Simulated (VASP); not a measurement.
CoSn:

```
CELL_PARAMETERS angstrom
0.00000 2.60110 2.60110
2.60110 0.00000 2.60110
2.60110 2.60110 0.00000
ATOMIC_POSITIONS crystal
Co 0.00000 0.00000 0.00000
Sn 0.75000 0.75000 0.75000
```

- Program: VASP 6.6.1
- Task: relaxation of cell and atoms
- Functional: PBE
- Potentials or basis: VASP PAW PBE potentials, release 64 (Co, Sn_d)
- Cutoff: 600 eV
- k mesh: 6 × 6 × 6
- Occupations: gaussian, width 0.1 eV
- Spin: no spin polarisation

At the start: pressure 38.7 GPa; volume 17.60 Å³/atom.

How do energy, volume and symmetry change on relaxing?

Over 4 steps the energy falls by 543.8 meV/atom and the volume is 23.51 Å³/atom (+33.6 %); space group F-43m (No. 216, to 0.1 Å) before and after.

Step by step:
| step | energy change (eV) | largest force (eV/Å) | pressure (GPa) | volume (Å³) |
| --- | --- | --- | --- | --- |
| 1 | 0.0000 | 0.0000 | 38.65 | 35.20 |
| 2 | -0.5019 | 0.0000 | -10.00 | 61.56 |
| 3 | -1.0871 | 0.0000 | -0.61 | 47.29 |
| 4 | -1.0876 | 0.0000 | -0.05 | 47.01 |

Final structure:
```
CELL_PARAMETERS angstrom
0.00000 2.86462 2.86462
2.86462 0.00000 2.86462
2.86462 2.86462 0.00000
ATOMIC_POSITIONS crystal
Co 0.00000 0.00000 0.00000
Sn 0.75000 0.75000 0.75000
```

Caveat: the volume moved by over 15 % at a fixed basis, so the end points are rough; the run has no spin polarisation, though such a crystal can be magnetic.
